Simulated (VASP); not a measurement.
Here is a VASP 6.6.1 calculation.

INCAR

```
PREC = Accurate
ENCUT = 520
EDIFF = 1E-6
ISMEAR = 0
SIGMA = 0.05
LREAL = False
LASPH = True
NELM = 60
ALGO = Normal
ISIF = 2
LWAVE = False
LCHARG = False
GGA = PE
NBANDS = 28
```

Contents of KPOINTS:

```
Automatic mesh
0
Gamma
  8 8 6
```

POSCAR

```
PbO
1.0
    3.9147840000      0.0000000000      0.0000000000
    0.0000000000      3.9147840000      0.0000000000
    0.0000000000      0.0000000000      5.0973300000
Pb O
2 2
Direct
    0.0000000000      0.5000000000      0.2351000000
    0.5000000000      0.0000000000      0.7649000000
    0.0000000000      0.0000000000      0.0000000000
    0.5000000000      0.5000000000      0.0000000000
```

Potentials or basis: VASP PAW PBE potentials, release 64 (Pb_d, O).

Command:

```sh
$ cat potpaw_PBE.64/Pb_d/POTCAR potpaw_PBE.64/O/POTCAR > POTCAR
$ mpirun -np 1 vasp_std > vasp.out
```

Q: Predict the pressure.

A: 6.8 GPa.

Q: Estimate the band gap on the k mesh.

A: 1.14 eV, indirect (least direct gap 2.30 eV).

Q: What does it give for the largest force?

A: 0.606 eV/Å.

Forces on the atoms (eV/Å):
```
Pb   0.000  0.000  0.606
Pb   0.000  0.000 -0.606
O    0.000  0.000  0.000
O    0.000  0.000  0.000
```

Caveat: the cell differs from its parent crystal (strain -0.015 along x and y, +0.015 along z); spin-orbit coupling is left out, which moves the levels of the heavy elements. A k mesh can miss the band edges.
